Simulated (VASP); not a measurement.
# Sc (Im-3m) in VASP: a series of runs

The runs below take Sc through single point, relaxation of cell and atoms, with r2SCAN.

All numbers are computed with VASP 6.6.1; they aren't measurements. Logs are shortened: lines on timing, memory, paths and dates and some standing lists are left out, and cuts for length are marked.

## (1) The cell of the first run

The structure is cubic, space group Im-3m (No. 229). Conventional cell: a = 3.688 Å, b = 3.688 Å, c = 3.688 Å, α = 90.00°, β = 90.00°, γ = 90.00°. Sc (site symmetry m-3m) has 14 Sc at 3.19 to 3.69 Å within 4.2 Å.

This isn't the form of Sc at room conditions, which is hcp.

## (2) Single point, r2SCAN

POSCAR

```
Sc
1.0
    3.6882929338      0.0000000000      0.0000000000
    0.0000000000      3.6882929338      0.0000000000
    0.0000000000      0.0000000000      3.6882929338
Sc
2
Direct
    0.0000000000      0.0000000000      0.0000000000
    0.5000000000      0.5000000000      0.5000000000
```

INCAR.step1

```
SYSTEM = Sc
  PREC = Accurate
  ENCUT = 520
  ISMEAR = 0
  SIGMA = 0.05
  LREAL = .FALSE.
  LASPH = .TRUE.
  NELM = 80
  NBANDS = 18
  GGA = PE
  ALGO = Normal
  EDIFF = 1E-4
  LWAVE = .TRUE.
  LCHARG = .FALSE.
```

INCAR.step2

```
SYSTEM = Sc
  PREC = Accurate
  ENCUT = 520
  EDIFF = 1E-6
  ISMEAR = 0
  SIGMA = 0.05
  LREAL = .FALSE.
  LASPH = .TRUE.
  NELM = 80
  ALGO = Normal
  ISIF = 2
  LWAVE = .FALSE.
  LCHARG = .TRUE.
  METAGGA = R2SCAN
  LMIXTAU = .TRUE.
  LELF = .TRUE.
  LVHAR = .TRUE.
  NBANDS = 18
  ISTART = 1
```

KPOINTS

```
regular mesh
0
G
  7 7 7
  0 0 0
```

Potentials or basis: VASP PAW PBE potentials, release 64 (Sc_sv).

Started as:

```
cat potpaw_PBE.64/Sc_sv/POTCAR > POTCAR
cp INCAR.step1 INCAR
mpirun -np 1 vasp_std > vasp.out
cp INCAR.step2 INCAR
mpirun -np 1 vasp_std > vasp.out
```

OUTCAR:

```text
SYSTEM = Sc
   PREC = Accurate
   ENCUT = 520
   EDIFF = 1E-6
   ISMEAR = 0
   LREAL = .FALSE.
   LASPH = .TRUE.
   NELM = 80
   ISIF = 2
   METAGGA = R2SCAN
   ISTART = 1

 ion  position               nearest neighbor table
   1  0.000  0.000  0.000-   2 3.19   2 3.19   2 3.19   2 3.19   2 3.19   2 3.19   2 3.19   2 3.19

   2  0.500  0.500  0.500-   1 3.19   1 3.19   1 3.19   1 3.19   1 3.19   1 3.19   1 3.19   1 3.19

  LATTYP: Found a simple cubic cell.
 ALAT       =     3.6882929338

  Lattice vectors:

 A1 = (   3.6882929338,   0.0000000000,   0.0000000000)
 A2 = (   0.0000000000,   3.6882929338,   0.0000000000)
 A3 = (   0.0000000000,   0.0000000000,   3.6882929338)

Analysis of symmetry for initial positions (statically):
=====================================================================
 Subroutine PRICEL returns following result:

  LATTYP: Found a body centered cubic cell.
 ALAT       =     3.6882929338

  Lattice vectors:

 A1 = (   1.8441464669,   1.8441464669,  -1.8441464669)
 A2 = (  -1.8441464669,   1.8441464669,   1.8441464669)
 A3 = (   1.8441464669,  -1.8441464669,   1.8441464669)

   2 primitive cells build up your supercell.

 Routine SETGRP: Setting up the symmetry group for a
 simple cubic supercell.

 Subroutine GETGRP returns: Found 48 space group operations
 (whereof 48 operations were pure point group operations)
 out of a pool of 48 trial point group operations.

The static configuration has the point symmetry O_h .

Analysis of symmetry for dynamics (positions and initial velocities):
=====================================================================
 Subroutine PRICEL returns following result:

  LATTYP: Found a body centered cubic cell.
 ALAT       =     3.6882929338

  Lattice vectors:

 A1 = (   1.8441464669,   1.8441464669,  -1.8441464669)
 A2 = (  -1.8441464669,   1.8441464669,   1.8441464669)
 A3 = (   1.8441464669,  -1.8441464669,   1.8441464669)

   2 primitive cells build up your supercell.

 Routine SETGRP: Setting up the symmetry group for a
 simple cubic supercell.

 Subroutine GETGRP returns: Found 48 space group operations
 (whereof 48 operations were pure point group operations)
 out of a pool of 48 trial point group operations.

The dynamic configuration has the point symmetry O_h .

[... 85 lines left out ...]
   ISPIN  =      1    spin polarized calculation?
   LNONCOLLINEAR =      F non collinear calculations
   LSORBIT =      F    spin-orbit coupling
   LASPH  =      T    aspherical Exc in radial PAW
   ENCUT  =  520.0 eV  38.22 Ry    6.18 a.u.   6.86  6.86  6.86*2*pi/ulx,y,z
   NELM   =     80;   NELMIN=  2; NELMDL=  0     # of ELM steps
   EDIFF  = 0.1E-05   stopping-criterion for ELM
   LREAL  =      F    real-space projection
   EDIFFG = 0.1E-04   stopping-criterion for IOM
   NSW    =      0    number of steps for IOM
   IBRION =     -1    ionic relax: 0-MD 1-quasi-New 2-CG
   NFREE  =      0    steps in history (QN), initial steepest desc. (CG)
   ISIF   =      2    stress and relaxation
   ISYM   =      2    0-nonsym 1-usesym 2-fastsym
   POTIM  = 0.5000    time-step for ionic-motion
   TEBEG  =    0.0;   TEEND  =   0.0 temperature during run
   PSTRESS=    0.0 pullay stress
   NELECT =      22.0000    total number of electrons
   NUPDOWN=      -1.0000    fix difference up-down
   EMIN   =  10.00;   EMAX   =-10.00  energy-range for DOS
   EFERMI =   0.00;   METHOD = LEGACY
   ISMEAR =     0;   SIGMA  =   0.05  broadening in eV -4-tet -1-fermi 0-gaus
   EFERMI_NEDOS =   21; number of points for ismear=-14 and -15
   IALGO  =     38    algorithm
   IMIX   =      4    mixing-type and parameters
     AMIX     =   0.40;   BMIX     =  1.00
     AMIX_MAG =   1.60;   BMIX_MAG =  1.00
  volume/ion in A,a.u.               =      25.09       169.29
  Fermi-wavevector in a.u.,A,eV,Ry     =   1.243723  2.350296 21.046128  1.546847
  Thomas-Fermi vector in A             =   2.378021
   LORBIT       =      0    0 simple, 1 ext, 2 COOP (PROOUT), +10 PAW based schemes
   METAGGA = R2SCAN    functional components
   LHFCALC =     F    Hartree Fock is set to
   AEXX    =    0.0000 exact exchange contribution
   IVDW    =     0    specifies the selected vdW correction
   LEPSILON=     F    determine dielectric tensor
   LRPA    =     F    only Hartree local field effects (RPA)
 non-spin polarized calculation
 Gauss-broadening in eV      SIGMA  =   0.05
  energy-cutoff  :      520.00
  volume of cell :       50.17
 maximum number of plane-waves:      1367
 NGX is ok and might be reduce to    28
   NGX = 13   NGY = 13   NGZ = 13

 number of electron      22.0000005 magnetization

 Free energy of the ion-electron system (eV)
  ---------------------------------------------------
  ext. energy  EPLUGINS =         0.00000000
  ---------------------------------------------------
  free energy    TOTEN  =       -22.54980530 eV

  energy without entropy =      -22.54333693  energy(sigma->0) =      -22.54657111

 E-fermi :   3.7296     XC(G=0): -10.5216

 val. band max:        3.6667770185   @ k =   0.4286   0.1429   0.1429
 cond. band min:       3.7472109562   @ k =   0.4286   0.1429   0.0000
 fundamental gap:      0.0804339376
 Fermi energy:         3.7296206532

 k-point     1 :       0.0000    0.0000    0.0000
  band No.  band energies     occupation
      1     -48.0513      2.00000
      2     -47.9480      2.00000
      3     -25.7501      2.00000
      4     -25.7501      2.00000
      5     -25.7501      2.00000
      6     -25.4884      2.00000
[... 397 lines left out ...]
      5     -25.7141      2.00000
      6     -25.6311      2.00000
[... 10 lines left out ...]
     17       7.0667      0.00000
     18       7.0667      0.00000

------------------------ aborting loop because EDIFF is reached ----------------------------------------

  FORCE on cell =-STRESS in cart. coord.  units (eV):
  Direction    XX          YY          ZZ          XY          YZ          ZX
  --------------------------------------------------------------------------------------
  -------------------------------------------------------------------------------------
  Total        0.0446791      0.0446791      0.0446791      0.0000000      0.0000000     -0.0000000
  in kB        1.4267189      1.4267189      1.4267189      0.0000000      0.0000000     -0.0000000
  external PRESSURE =       1.4267189 kB  Pullay stress =       0.0000000 kB

 VOLUME and BASIS-vectors are now :
 -----------------------------------------------------------------------------
  energy-cutoff  :      520.00
  volume of cell :       50.17
      direct lattice vectors                 reciprocal lattice vectors
     3.688292934  0.000000000  0.000000000     0.271128139  0.000000000  0.000000000
     0.000000000  3.688292934  0.000000000     0.000000000  0.271128139  0.000000000
     0.000000000  0.000000000  3.688292934     0.000000000  0.000000000  0.271128139

 POSITION                                       TOTAL-FORCE (eV/Angst)
 -----------------------------------------------------------------------------------
      0.00000      0.00000      0.00000        -0.000000     -0.000000     -0.000000
      1.84415      1.84415      1.84415         0.000000      0.000000      0.000000
 -----------------------------------------------------------------------------------
    total drift:                                0.000000      0.000000      0.000000

  FREE ENERGIE OF THE ION-ELECTRON SYSTEM (eV)
  ---------------------------------------------------
  free  energy   TOTEN  =       -22.5498052981 eV

  energy  without entropy=      -22.5433369296  energy(sigma->0) =      -22.54657111
```

OUTCAR.step1:

```text
SYSTEM = Sc
   PREC = Accurate
   ENCUT = 520
   ISMEAR = 0
   LREAL = .FALSE.
   LASPH = .TRUE.
[... 654 lines left out ...]
      0.00000      0.00000      0.00000        -0.000000      0.000000     -0.000000
      1.84415      1.84415      1.84415         0.000000     -0.000000      0.000000
 -----------------------------------------------------------------------------------
    total drift:                                0.000000      0.000000      0.000000

  FREE ENERGIE OF THE ION-ELECTRON SYSTEM (eV)
  ---------------------------------------------------
  free  energy   TOTEN  =       -12.2794893337 eV

  energy  without entropy=      -12.2676951288  energy(sigma->0) =      -12.27359223
```

OSZICAR.step1:

```text
N       E                     dE             d eps       ncg     rms          rms(c)
DAV:   1     0.285995229429E+03    0.28600E+03   -0.10202E+04   720   0.127E+03
DAV:   2     0.141745846180E+01   -0.28458E+03   -0.28073E+03   816   0.524E+02
DAV:   3    -0.135947210204E+02   -0.15012E+02   -0.14619E+02  1184   0.137E+02
DAV:   4    -0.138566453478E+02   -0.26192E+00   -0.26071E+00  1088   0.174E+01
DAV:   5    -0.138600086843E+02   -0.33633E-02   -0.33627E-02  1230   0.224E+00    0.746E+00
DAV:   6    -0.124523890574E+02    0.14076E+01   -0.30445E+00   952   0.193E+01    0.224E+00
DAV:   7    -0.122922293241E+02    0.16016E+00   -0.76695E-01   988   0.860E+00    0.936E-01
DAV:   8    -0.122835665125E+02    0.86628E-02   -0.72051E-02   954   0.326E+00    0.389E-01
DAV:   9    -0.122794667950E+02    0.40997E-02   -0.20389E-02  1002   0.147E+00    0.224E-02
DAV:  10    -0.122794893337E+02   -0.22539E-04   -0.14267E-04   658   0.171E-01
   1 F= -.12279489E+02 E0= -.12273592E+02  d E =-.117942E-01
```

It took 49 s on 1 thread of Intel Xeon 8259CL, shared host; peak memory 0.16 GiB.

Results:

* Free energy: -22.5498 eV
* Pressure: 0.1 GPa
* Band gap on the k mesh: zero (bands 11 and 12 overlap by 0.36 eV)

Caveat: the PAW data sets were made with another functional, which shifts forces and pressure a little.

## (3) Relaxation of cell and atoms, r2SCAN

This run uses another cell than the first one, of 24.92 Å³/atom.

POSCAR

```
Sc
1.0
    3.6800000000      0.0000000000      0.0000000000
    0.0000000000      3.6800000000      0.0000000000
    0.0000000000      0.0000000000      3.6800000000
Sc
2
Direct
    0.0000000000      0.0000000000      0.0000000000
    0.5000000000      0.5000000000      0.5000000000
```

INCAR.step1

```
SYSTEM = Sc
ALGO = Normal
EDIFF = 1E-4
ENCUT = 600
GGA = PE
ISMEAR = 0
LASPH = .True.
LCHARG = .False.
LREAL = .False.
LWAVE = .True.
NELM = 100
PREC = Accurate
SIGMA = 0.05
```

INCAR.step2

```
SYSTEM = Sc
ALGO = Normal
EDIFF = 1E-6
EDIFFG = -0.03
ENCUT = 600
IBRION = 2
ISIF = 3
ISMEAR = 0
ISTART = 1
LASPH = .True.
LCHARG = .False.
LMIXTAU = .True.
LREAL = .False.
LWAVE = .False.
METAGGA = R2SCAN
NELM = 100
NSW = 80
PREC = Accurate
SIGMA = 0.05
```

KPOINTS

```
k-points
0
Gamma
  7 7 7
  0 0 0
```

Potentials or basis: VASP PAW PBE potentials, release 64 (Sc_sv).

Started as:

```
cat potpaw_PBE.64/Sc_sv/POTCAR > POTCAR
cp INCAR.step1 INCAR
mpirun -np 1 vasp_std > vasp.out
cp INCAR.step2 INCAR
mpirun -np 1 vasp_std > vasp.out
```

OUTCAR:

```text
SYSTEM = Sc
   EDIFF = 1E-6
   EDIFFG = -0.03
   ENCUT = 600
   IBRION = 2
   ISIF = 3
   ISMEAR = 0
   ISTART = 1
   LASPH = .True.
   LREAL = .False.
   METAGGA = R2SCAN
   NELM = 100
   NSW = 80
   PREC = Accurate

 ion  position               nearest neighbor table
   1  0.000  0.000  0.000-   2 3.19   2 3.19   2 3.19   2 3.19   2 3.19   2 3.19   2 3.19   2 3.19

   2  0.500  0.500  0.500-   1 3.19   1 3.19   1 3.19   1 3.19   1 3.19   1 3.19   1 3.19   1 3.19

  LATTYP: Found a simple cubic cell.
 ALAT       =     3.6800000000

  Lattice vectors:

 A1 = (   3.6800000000,   0.0000000000,   0.0000000000)
 A2 = (   0.0000000000,   3.6800000000,   0.0000000000)
 A3 = (   0.0000000000,   0.0000000000,   3.6800000000)

Analysis of symmetry for initial positions (statically):
=====================================================================
 Subroutine PRICEL returns following result:

  LATTYP: Found a body centered cubic cell.
 ALAT       =     3.6800000000

  Lattice vectors:

[... 237 lines left out ...]
      3     -25.7986      2.00000
      4     -25.7986      2.00000
      5     -25.7986      2.00000
      6     -25.5416      2.00000
      7     -25.5416      2.00000
      8     -25.5416      2.00000
      9      -1.8485      2.00000
     10       2.4189      2.00000
     11       2.4189      2.00000
     12       5.3796      0.00000
     13       5.3796      0.00000
     14       5.3796      0.00000
[... 329 lines left out ...]
      2     -48.0385      2.00000
      3     -25.7995      2.00000
      4     -25.7631      2.00000
      5     -25.7631      2.00000
      6     -25.6816      2.00000
      7     -25.6816      2.00000
      8     -25.6449      2.00000
      9       3.1369      2.00000
     10       3.4140      2.00000
     11       3.4668      2.00000
     12       3.4668      2.00000
     13       3.5566      1.99993
     14       3.5566      1.99993
     15       7.0102      0.00000

------------------------ aborting loop because EDIFF is reached ----------------------------------------

  FORCE on cell =-STRESS in cart. coord.  units (eV):
  Direction    XX          YY          ZZ          XY          YZ          ZX
  --------------------------------------------------------------------------------------
  -------------------------------------------------------------------------------------
  Total       -0.0111723     -0.0111723     -0.0111723     -0.0000000      0.0000000     -0.0000000
  in kB       -0.3548089     -0.3548089     -0.3548089     -0.0000000      0.0000000     -0.0000000
  external PRESSURE =      -0.3548089 kB  Pullay stress =       0.0000000 kB

 VOLUME and BASIS-vectors are now :
 -----------------------------------------------------------------------------
  energy-cutoff  :      600.00
  volume of cell :       50.45
      direct lattice vectors                 reciprocal lattice vectors
     3.695043215 -0.000000000  0.000000000     0.270632829 -0.000000000  0.000000000
     0.000000000  3.695043215  0.000000000     0.000000000  0.270632829 -0.000000000
    -0.000000000  0.000000000  3.695043215    -0.000000000  0.000000000  0.270632829

 POSITION                                       TOTAL-FORCE (eV/Angst)
 -----------------------------------------------------------------------------------
      0.00000      3.69504      0.00000         0.000000      0.000000      0.000000
      1.84752      1.84752      1.84752        -0.000000     -0.000000     -0.000000
 -----------------------------------------------------------------------------------
    total drift:                                0.000000      0.000000      0.000000

  FREE ENERGIE OF THE ION-ELECTRON SYSTEM (eV)
  ---------------------------------------------------
  free  energy   TOTEN  =       -22.5504579752 eV

  energy  without entropy=      -22.5438647995  energy(sigma->0) =      -22.54716139

 reached required accuracy - stopping structural energy minimisation
```

OUTCAR.step1:

```text
SYSTEM = Sc
   EDIFF = 1E-4
   ENCUT = 600
   GGA = PE
   ISMEAR = 0
   LASPH = .True.
   LREAL = .False.
[... 593 lines left out ...]
      0.00000      0.00000      0.00000         0.000000      0.000000      0.000000
      1.84000      1.84000      1.84000        -0.000000     -0.000000     -0.000000
 -----------------------------------------------------------------------------------
    total drift:                                0.000000      0.000000      0.000000

  FREE ENERGIE OF THE ION-ELECTRON SYSTEM (eV)
  ---------------------------------------------------
  free  energy   TOTEN  =       -12.2799648696 eV

  energy  without entropy=      -12.2679849079  energy(sigma->0) =      -12.27397489
```

OSZICAR.step1:

```text
N       E                     dE             d eps       ncg     rms          rms(c)
DAV:   1     0.333894186898E+03    0.33389E+03   -0.11023E+04   600   0.169E+03
DAV:   2     0.607205531846E+01   -0.32782E+03   -0.32319E+03   798   0.668E+02
DAV:   3    -0.135074262710E+02   -0.19579E+02   -0.19157E+02   994   0.177E+02
DAV:   4    -0.138384376668E+02   -0.33101E+00   -0.32831E+00   896   0.230E+01
DAV:   5    -0.138446108973E+02   -0.61732E-02   -0.61660E-02   961   0.302E+00    0.750E+00
DAV:   6    -0.124518649596E+02    0.13927E+01   -0.31274E+00   761   0.232E+01    0.225E+00
DAV:   7    -0.122925146749E+02    0.15935E+00   -0.74656E-01   782   0.101E+01    0.917E-01
DAV:   8    -0.122835095712E+02    0.90051E-02   -0.63577E-02   817   0.368E+00    0.367E-01
DAV:   9    -0.122799308867E+02    0.35787E-02   -0.18145E-02   789   0.166E+00    0.212E-02
DAV:  10    -0.122799648696E+02   -0.33983E-04   -0.28444E-04   636   0.225E-01
   1 F= -.12279965E+02 E0= -.12273975E+02  d E =-.119800E-01
```

Wall time 69 s (1 thread of Intel Xeon 8259CL, shared host); peak memory 0.18 GiB.

What came out:

```yaml
Free_energy: -22.5505 eV
Relaxed_volume: 25.22 Å³/atom
Relaxed_cell: a = 3.695 Å, b = 3.695 Å, c = 3.695 Å, α = 90.00°, β = 90.00°, γ = 90.00°
Space_group_after_relaxing_to_0.1_Å: Im-3m (No. 229)
Energy_gained_by_relaxing: 0.5 meV/atom
Ionic_steps: 2
Pressure_after_relaxing: 0.0 GPa
Band_gap_on_the_k_mesh: zero (bands 11 and 12 overlap by 0.37 eV)
```

The path:
```csv
step,energy change (eV),largest force (eV/Å),pressure (GPa),volume (Å³)
1,0.0000,0.0000,0.54,49.84
2,-0.0010,0.0000,-0.04,50.45
```

Final structure:
```xyz
2
Lattice="3.6950 0.0000 0.0000 0.0000 3.6950 0.0000 0.0000 0.0000 3.6950" Properties=species:S:1:pos:R:3 pbc="T T T"
Sc    0.0000    3.6950    0.0000
Sc    1.8475    1.8475    1.8475
```

Levels at points of the mesh, in eV from the Fermi level:
| k point | band 9 | band 10 | band 11 | band 12 | band 13 | band 14 |
| --- | --- | --- | --- | --- | --- | --- |
| (0.00, 0.00, 0.00) | -5.55 | -1.28 | -1.28 | 1.68 | 1.68 | 1.68 |

Caveat: the PAW data sets were made with another functional, which shifts forces and pressure a little.

The gap in the log of VASP goes by the Fermi energy; the results here count the filled bands.